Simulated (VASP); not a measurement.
Input of a VASP 6.6.1 run:

The input INCAR:

```
SYSTEM = Si2Mo
  PREC = Accurate
  ENCUT = 520
  EDIFF = 1E-7
  ISMEAR = -1
  SIGMA = 0.05
  LREAL = .FALSE.
  LASPH = .TRUE.
  NELM = 80
  ALGO = Normal
  ISIF = 2
  LWAVE = .FALSE.
  LCHARG = .TRUE.
  GGA = PE
  LELF = .TRUE.
  LVHAR = .TRUE.
  NBANDS = 18
```

File KPOINTS:

```
regular mesh
0
G
  15 15 15
  0 0 0
```

File POSCAR:

```
Si2Mo
1.0
   -1.6083242434      1.6083242434      3.9363915360
    1.6083242434     -1.6083242434      3.9363915360
    1.6083242434      1.6083242434     -3.9363915360
Mo Si
1 2
Direct
    0.0000000000      0.0000000000      0.0000000000
    0.3351010900      0.3351010900      0.0000000000
   -0.3351010900     -0.3351010900      0.0000000000
```

Potentials or basis: VASP PAW PBE potentials, release 64 (Mo_sv, Si).

Run with:

```sh
$ cat potpaw_PBE.64/Mo_sv/POTCAR potpaw_PBE.64/Si/POTCAR > POTCAR
$ mpirun -np 1 vasp_std > vasp.out
```

What does it give for the band gap on the k mesh?

Zero (bands 11 and 12 overlap by 0.89 eV).

Predict the largest force.

0.004 eV/Å.

Forces on the atoms (eV/Å):
```
Mo   0.000  0.000  0.000
Si   0.000  0.000 -0.004
Si   0.000  0.000  0.004
```
